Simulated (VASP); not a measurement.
# Ti (a cell with a defect) in VASP: single point with PBEsol

Aim: the single point of Ti (a cell with a defect) with PBEsol.

All numbers are computed with VASP 6.6.1; they aren't measurements. Logs are shortened: lines on timing, memory, paths and dates and some standing lists are left out, and cuts for length are marked.

## Step 1: The cell of the first run

The cell holds a defect, 13 atoms: a = 5.900 Å, b = 8.850 Å, c = 4.685 Å, α = 90.00°, β = 90.00°, γ = 120.00°.

## Step 2: Single point, PBEsol

Input file INCAR:

```
ALGO = Normal
EDIFF = 1E-6
ENCUT = 520
GGA = PS
ISIF = 2
ISMEAR = -1
LASPH = True
LCHARG = False
LREAL = False
LWAVE = False
NBANDS = 90
NELM = 60
PREC = Accurate
SIGMA = 0.15
```

Input file KPOINTS:

```
k-points
0
Gamma
  2 2 2
```

Input file POSCAR:

```
Ti
1.0
    5.9000000000      0.0000000000      0.0000000000
   -4.4250000000      7.6643250000      0.0000000000
    0.0000000000      0.0000000000      4.6846000000
Ti
13
Direct
    0.0079363162      0.0023935204      0.0395853918
    0.1664744115      0.2289659552      0.5751005568
    0.0132398434      0.3120595908      0.0729766850
    0.2153258292      0.5793473840      0.4321899798
    0.0378822820      0.7104379462      0.0367736439
    0.1511392047      0.8842786484      0.5378068733
    0.5157926475      0.0073712646     -0.0366195603
    0.6290803296      0.1791317209      0.4635955731
    0.4510538322      0.3100187369      0.0698605962
    0.6547194832      0.5793276890      0.4279099982
    0.4995109190      0.6598361672     -0.0738220091
    0.6568330585      0.8869618067      0.4610887243
    0.8330868429      0.4449139698      0.7507022470
```

Potentials or basis: VASP PAW PBE potentials, release 64 (Ti_sv).

Run with:

```sh
cat potpaw_PBE.64/Ti_sv/POTCAR > POTCAR
mpirun -np 1 vasp_std > vasp.out
```

OUTCAR:

```text
EDIFF = 1E-6
   ENCUT = 520
   GGA = PS
   ISIF = 2
   ISMEAR = -1
   LASPH = True
   LREAL = False
   NELM = 60
   PREC = Accurate

 ion  position               nearest neighbor table
   1  0.008  0.002  0.040-  12 2.67   9 2.67   5 2.68   3 2.73   2 2.78   6 2.85   6 2.87
   2  0.166  0.229  0.575-   3 2.73   9 2.74   3 2.75   9 2.78   1 2.78
   3  0.013  0.312  0.073-  13 2.46   9 2.59   4 2.65   8 2.68   1 2.73   2 2.73   2 2.75   7 2.87

   4  0.215  0.579  0.432-  13 2.46  10 2.59   3 2.65   5 2.66  12 2.67  11 2.73  11 2.78
   5  0.038  0.710  0.037-  13 2.44   4 2.66   1 2.68  10 2.68   6 2.69   6 2.70   7 2.75
   6  0.151  0.884  0.538-   5 2.69   5 2.70   7 2.73   8 2.74   1 2.85   1 2.87  10 2.87
   7  0.516  0.007  0.963-   8 2.69   8 2.69   6 2.73   5 2.75  12 2.85   3 2.87  12 2.87
   8  0.629  0.179  0.464-  13 2.44   9 2.66  12 2.67   3 2.68   7 2.69   7 2.69   6 2.74
   9  0.451  0.310  0.070-  13 2.46   3 2.59   8 2.66  10 2.66   1 2.67   2 2.74   2 2.78
  10  0.655  0.579  0.428-  13 2.46   4 2.59   9 2.66   5 2.68  12 2.72  11 2.73  11 2.74   6 2.87

  11  0.500  0.660  0.926-  10 2.73   4 2.73  10 2.74   4 2.78  12 2.79
  12  0.657  0.887  0.461-   1 2.67   4 2.67   8 2.67  10 2.72  11 2.79   7 2.85   7 2.87
  13  0.833  0.445  0.751-   5 2.44   8 2.44   3 2.46   4 2.46   9 2.46  10 2.46

  LATTYP: Found a simple monoclinic cell.
 ALAT       =     5.9000000000
 B/A-ratio  =     0.7940000000
 C/A-ratio  =     1.3228756849
 COS(beta)  =    -0.1889822323

  Lattice vectors:

 A1 = (   5.9000000000,   0.0000000000,   0.0000000000)
 A2 = (   0.0000000000,   0.0000000000,   4.6846000000)
 A3 = (  -1.4750000000,  -7.6643250000,   0.0000000000)

Analysis of symmetry for initial positions (statically):
=====================================================================
 Subroutine PRICEL returns:
 Original cell was already a primitive cell.

 Routine SETGRP: Setting up the symmetry group for a
 simple monoclinic supercell.

 Subroutine GETGRP returns: Found  1 space group operations
 (whereof  1 operations were pure point group operations)
 out of a pool of  4 trial point group operations.

The static configuration has the point symmetry C_1 .

Analysis of symmetry for dynamics (positions and initial velocities):
=====================================================================
 Subroutine PRICEL returns:
 Original cell was already a primitive cell.

 Routine SETGRP: Setting up the symmetry group for a
 simple monoclinic supercell.

 Subroutine GETGRP returns: Found  1 space group operations
 (whereof  1 operations were pure point group operations)
 out of a pool of  4 trial point group operations.

The dynamic configuration has the point symmetry C_1 .

 Subroutine INISYM returns: Found  1 space group operations
 (whereof  1 operations are pure point group operations),
 and found     1 'primitive' translations

----------------------------------------------------------------------------------------

                                     Primitive cell

  volume of cell :     211.8354

  direct lattice vectors                    reciprocal lattice vectors
     5.900000000  0.000000000  0.000000000     0.169491525  0.097855976  0.000000000
    -4.425000000  7.664325000  0.000000000     0.000000000  0.130474634  0.000000000
     0.000000000  0.000000000  4.684600000     0.000000000  0.000000000  0.213465397

  length of vectors
     5.900000000  8.850000153  4.684600000     0.195711955  0.130474634  0.213465397

  position of ions in fractional coordinates (direct lattice)
     0.007936316  0.002393520  0.039585392
     0.166474411  0.228965955  0.575100557
     0.013239843  0.312059591  0.072976685
     0.215325829  0.579347384  0.432189980
     0.037882282  0.710437946  0.036773644
     0.151139205  0.884278648  0.537806873
     0.515792647  0.007371265  0.963380440
     0.629080330  0.179131721  0.463595573
     0.451053832  0.310018737  0.069860596
     0.654719483  0.579327689  0.427909998
     0.499510919  0.659836167  0.926177991
     0.656833058  0.886961807  0.461088724
     0.833086843  0.444913970  0.750702247

  ion indices of the primitive-cell ions
   primitive index   ion index
                 1           1
                 2           2
                 3           3
                 4           4
                 5           5
                 6           6
                 7           7
                 8           8
                 9           9
                10          10
                11          11
                12          12
                13          13

----------------------------------------------------------------------------------------

 KPOINTS: k-points

Automatic generation of k-mesh.
 Grid dimensions read from file:
 generate k-points for:    2    2    2

 Generating k-lattice:

  Cartesian coordinates                     Fractional coordinates (reciprocal lattice)
     0.084745763  0.048927988  0.000000000     0.500000000  0.000000000  0.000000000
     0.000000000  0.065237317  0.000000000     0.000000000  0.500000000  0.000000000
     0.000000000  0.000000000  0.106732699     0.000000000  0.000000000  0.500000000

  Length of vectors
     0.097855977  0.065237317  0.106732699

  Shift w.r.t. Gamma in fractional coordinates (k-lattice)
     0.000000000  0.000000000  0.000000000

 Subroutine IBZKPT returns following result:
 ===========================================

 Found      8 irreducible k-points:

 Following reciprocal coordinates:
            Coordinates               Weight
  0.000000  0.000000  0.000000      1.000000
  0.500000  0.000000  0.000000      1.000000
  0.000000  0.500000  0.000000      1.000000
  0.500000  0.500000  0.000000      1.000000
  0.000000  0.000000  0.500000      1.000000
  0.500000  0.000000  0.500000      1.000000
  0.000000  0.500000  0.500000      1.000000
  0.500000  0.500000  0.500000      1.000000
   k-points           NKPTS =      8   k-points in BZ     NKDIM =      8   number of bands    NBANDS=     90
   number of dos      NEDOS =    301   number of ions     NIONS =     13
   total plane-waves  NPLWV = 120960
   dimension x,y,z NGX =    48 NGY =   70 NGZ =   36
   dimension x,y,z NGXF=    96 NGYF=  140 NGZF=   72
   ions per type =              13
   NGX,Y,Z   is equivalent  to a cutoff of  13.53, 13.15, 12.78 a.u.
   NGXF,Y,Z  is equivalent  to a cutoff of  27.05, 26.30, 25.55 a.u.
 SYSTEM =  unknown system
   PREC   = accura    normal or accurate (medium, high low for compatibility)
   ISTART =      0    job   : 0-new  1-cont  2-samecut
   ICHARG =      2    charge: 1-file 2-atom 10-const
   ISPIN  =      1    spin polarized calculation?
   LNONCOLLINEAR =      F non collinear calculations
   LSORBIT =      F    spin-orbit coupling
   LASPH  =      T    aspherical Exc in radial PAW
   ENCUT  =  520.0 eV  38.22 Ry    6.18 a.u.  10.97 16.46  8.71*2*pi/ulx,y,z
   NELM   =     60;   NELMIN=  2; NELMDL= -5     # of ELM steps
   EDIFF  = 0.1E-05   stopping-criterion for ELM
   LREAL  =      F    real-space projection
   EDIFFG = 0.1E-04   stopping-criterion for IOM
   NSW    =      0    number of steps for IOM
   IBRION =     -1    ionic relax: 0-MD 1-quasi-New 2-CG
   NFREE  =      0    steps in history (QN), initial steepest desc. (CG)
   ISIF   =      2    stress and relaxation
   ISYM   =      2    0-nonsym 1-usesym 2-fastsym
   POTIM  = 0.5000    time-step for ionic-motion
   TEBEG  =    0.0;   TEEND  =   0.0 temperature during run
   PSTRESS=    0.0 pullay stress
   NELECT =     156.0000    total number of electrons
   NUPDOWN=      -1.0000    fix difference up-down
   EMIN   =  10.00;   EMAX   =-10.00  energy-range for DOS
   EFERMI =   0.00;   METHOD = LEGACY
   ISMEAR =    -1;   SIGMA  =   0.15  broadening in eV -4-tet -1-fermi 0-gaus
   EFERMI_NEDOS =   21; number of points for ismear=-14 and -15
   IALGO  =     38    algorithm
   IMIX   =      4    mixing-type and parameters
     AMIX     =   0.40;   BMIX     =  1.00
     AMIX_MAG =   1.60;   BMIX_MAG =  1.00
  volume/ion in A,a.u.               =      16.30       109.96
  Fermi-wavevector in a.u.,A,eV,Ry     =   1.478371  2.793717 29.736648  2.185582
  Thomas-Fermi vector in A             =   2.592661
   LORBIT       =      0    0 simple, 1 ext, 2 COOP (PROOUT), +10 PAW based schemes
   GGA     = PS    functional components
   LHFCALC =     F    Hartree Fock is set to
   AEXX    =    0.0000 exact exchange contribution
   IVDW    =     0    specifies the selected vdW correction
   LEPSILON=     F    determine dielectric tensor
   LRPA    =     F    only Hartree local field effects (RPA)
 non-spin polarized calculation
  energy-cutoff  :      520.00
  volume of cell :      211.84
 maximum number of plane-waves:      5724
 NGX is ok and might be reduce to    48
   NGX = 21   NGY = 33   NGZ = 17

 number of electron     156.0000001 magnetization

 Free energy of the ion-electron system (eV)
  ---------------------------------------------------
  ext. energy  EPLUGINS =         0.00000000
  ---------------------------------------------------
  free energy    TOTEN  =      -106.77368170 eV

  energy without entropy =     -105.63233068  energy(sigma->0) =     -106.20300619

 E-fermi :   8.7135     XC(G=0): -11.9075

 val. band max:        8.7082083572   @ k =   0.5000   0.0000   0.5000
 cond. band min:       8.7152189716   @ k =   0.5000   0.0000   0.0000
 fundamental gap:      0.0070106144
 Fermi energy:         8.7135131028

 k-point     1 :       0.0000    0.0000    0.0000
  band No.  band energies     occupation
      1     -47.7394      2.00000
      2     -47.7158      2.00000
      3     -47.6363      2.00000
      4     -47.5534      2.00000
      5     -47.5340      2.00000
      6     -47.5092      2.00000
[... 733 lines left out ...]
     89       9.6625      0.00357
     90       9.7236      0.00238

------------------------ aborting loop because EDIFF is reached ----------------------------------------

  FORCE on cell =-STRESS in cart. coord.  units (eV):
  Direction    XX          YY          ZZ          XY          YZ          ZX
  --------------------------------------------------------------------------------------
  -------------------------------------------------------------------------------------
  Total        1.8735155      3.7176910      8.9253459      0.2383945     -1.0280974      0.2548419
  in kB       14.1699867     28.1180651     67.5051956      1.8030524     -7.7758234      1.9274491
  external PRESSURE =      36.5977491 kB  Pullay stress =       0.0000000 kB

 VOLUME and BASIS-vectors are now :
 -----------------------------------------------------------------------------
  energy-cutoff  :      520.00
  volume of cell :      211.84
      direct lattice vectors                 reciprocal lattice vectors
     5.900000000  0.000000000  0.000000000     0.169491525  0.097855976  0.000000000
    -4.425000000  7.664325000  0.000000000     0.000000000  0.130474634  0.000000000
     0.000000000  0.000000000  4.684600000     0.000000000  0.000000000  0.213465397

 POSITION                                       TOTAL-FORCE (eV/Angst)
 -----------------------------------------------------------------------------------
      0.03623      0.01834      0.18544         0.015761     -0.021228      0.021532
     -0.03098      1.75487      2.69412         0.019831      0.010944      0.043556
     -1.30275      2.39173      0.34187         0.037616     -0.033996     -0.000527
     -1.29319      4.44031      2.02464        -0.029775      0.004365     -0.002241
     -2.92018      5.44503      0.17227        -0.009645      0.012040      0.008556
     -3.02121      6.77740      2.51941         0.027141     -0.003920     -0.058815
      3.01056      0.05650      4.51305        -0.018674     -0.062515      0.030245
      2.91892      1.37292      2.17176         0.020899      0.052291      0.027542
      1.28938      2.37608      0.32727         0.014619      0.015655      0.006643
      1.29932      4.44016      2.00459        -0.017221     -0.029410      0.001162
      0.02734      5.05720      4.33877        -0.031038      0.038598     -0.045100
     -0.04949      6.79796      2.16002        -0.016250      0.030952     -0.009103
      2.94647      3.40997      3.51674        -0.013267     -0.013774     -0.023451
 -----------------------------------------------------------------------------------
    total drift:                                0.000505      0.000085      0.000213

  FREE ENERGIE OF THE ION-ELECTRON SYSTEM (eV)
  ---------------------------------------------------
  free  energy   TOTEN  =      -106.7736817031 eV

  energy  without entropy=     -105.6323306779  energy(sigma->0) =     -106.20300619
```

Wall time 7 min (1 thread of Intel Xeon Platinum 8259CL at 2.50GHz (Skylake/Cascade Lake), shared host); peak memory 0.38 GiB.

What came out:

```yaml
Free_energy: -106.7737 eV
Pressure: 3.7 GPa
Largest_force: 0.072 eV/Å
Band_gap_on_the_k_mesh: zero (bands 78 and 79 overlap by 0.33 eV)
```

Forces on the atoms (eV/Å):
```
Ti   0.016 -0.021  0.022
Ti   0.020  0.011  0.044
Ti   0.038 -0.034 -0.001
Ti  -0.030  0.004 -0.002
Ti  -0.010  0.012  0.009
Ti   0.027 -0.004 -0.059
Ti  -0.019 -0.063  0.030
Ti   0.021  0.052  0.028
Ti   0.015  0.016  0.007
Ti  -0.017 -0.029  0.001
Ti  -0.031  0.039 -0.045
Ti  -0.016  0.031 -0.009
Ti  -0.013 -0.014 -0.023
```

Caveat: the k points lie up to 0.67 Å⁻¹ apart; the PAW data sets were made with another functional, which shifts forces and pressure a little.
